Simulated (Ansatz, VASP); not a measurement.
**One calculation of Mg2Zn3Te5, two programs**

```
CELL_PARAMETERS angstrom
-2.23372 3.86678 0.00077
-4.46747 0.00007 0.00276
-2.24432 1.28554 18.24861
ATOMIC_POSITIONS crystal
Mg 0.59948 0.60429 0.19400
Mg 0.19763 0.19886 0.40448
Zn 0.00264 0.00273 0.99294
Zn 0.79987 0.79673 0.60722
Zn 0.40057 0.39832 0.80027
Te 0.65369 0.65352 0.03975
Te 0.24752 0.25173 0.25058
Te 0.84589 0.84647 0.46058
Te 0.45086 0.44773 0.65368
Te 0.05186 0.04962 0.84650
```

Change from the starting cell: cell x1, atoms moved at random (sigma 0.15 Å) and cell strained at random (1.5 %), then relaxed without symmetry.

Alike in both runs: functional PBE; k mesh 4 × 4 × 4; occupations gaussian, width 0.1 eV; no spin polarisation.

Ansatz relaxed the structure, and its values are those at the end. VASP's run is a single point on that final structure, the one shown.

|  | VASP | Ansatz |
| --- | --- | --- |
| version | VASP 6.6.1 | Ansatz 0.2.0 |
| potentials or method | VASP PAW PBE potentials, release 64 (Mg, Zn, Te), cutoff 600 eV | scalar-relativistic, plane waves, PAW |
| valence electrons in the cell | 70 | 136 |

Ansatz gave:

* gap on the k mesh at the Fermi level (eV): 1.25
* least direct gap on the mesh (eV): 1.25
* pressure (GPa): 0.0
* rms of the force components (eV/Å): 0.004

Task: What did VASP give for the same quantities?

Result: gap on the k mesh at the Fermi level (eV): 1.25; least direct gap on the mesh (eV): 1.25; pressure (GPa): 0.0; rms of the force components (eV/Å): 0.005.

VASP's potentials hold 70 valence electrons a cell and Ansatz's 136, so a difference there can come from the potentials and not from the codes.

Neither program's run includes spin-orbit coupling.
